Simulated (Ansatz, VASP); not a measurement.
## Sb: VASP beside Ansatz

Contents of POSCAR:

```
Sb
1.0
    0.0000000000      3.2448122108      3.2448122108
    3.2448122108      0.0000000000      3.2448122108
    3.2448122108      3.2448122108      0.0000000000
Sb
2
Direct
    0.5000000000      0.5000000000      0.5000000000
    0.7500000000      0.7500000000      0.7500000000
```

The input INCAR.step1:

```
PREC = Accurate
ENCUT = 520
ISMEAR = 0
SIGMA = 0.1
LREAL = F
LASPH = T
NELM = 60
NBANDS = 12
GGA = PE
ALGO = Normal
EDIFF = 1E-4
LWAVE = T
LCHARG = F
```

The input INCAR.step2:

```
PREC = Accurate
ENCUT = 520
EDIFF = 1E-6
ISMEAR = 0
SIGMA = 0.1
LREAL = F
LASPH = T
NELM = 60
ALGO = Normal
ISIF = 2
LWAVE = F
LCHARG = F
METAGGA = R2SCAN
LMIXTAU = T
NBANDS = 12
ISTART = 1
```

File KPOINTS:

```
Automatic mesh
0
Gamma
  6 6 6
```

Input for Ansatz:

```yaml
crystal:
  lattice:
    - [0.0, 3.2448122108, 3.2448122108]
    - [3.2448122108, 0.0, 3.2448122108]
    - [3.2448122108, 3.2448122108, 0.0]
  atoms:
    - { symbol: Sb, position: [0.5, 0.5, 0.5] }
    - { symbol: Sb, position: [0.75, 0.75, 0.75] }
basis:
  ecutwfc: 500
kpoints:
  mp_grid: { grid: [6, 6, 6] }
hamiltonian:
  xc: r2scan
scf:
  occupations: { method: gaussian, width: 0.1 }
  lower_state_search: "off"
output:
  forces: true
  stress: true
  eigenvalues: true
```

Alike in both runs: task single point; functional r2SCAN; k mesh 6 × 6 × 6; occupations gaussian, width 0.1 eV; no spin polarisation.

```csv
,VASP,Ansatz
version,VASP 6.6.1,Ansatz 0.2.0
potentials or method,"VASP PAW PBE potentials, release 64 (Sb), cutoff 520 eV","scalar-relativistic, plane waves, PAW"
valence electrons in the cell,10,30
```

```tsv
	VASP	Ansatz	Ansatz less VASP
gap on the k mesh at the Fermi level (eV)	none	none	-
pressure (GPa)	11.3	11.0	-0.24
```

VASP's potentials were made for PBE, not for r2SCAN. A gap of «none» marks a metal or a gap that the smearing closes. VASP's potentials hold 10 valence electrons a cell and Ansatz's 30, so a difference there can come from the potentials and not from the codes.

Neither program's run includes spin-orbit coupling.
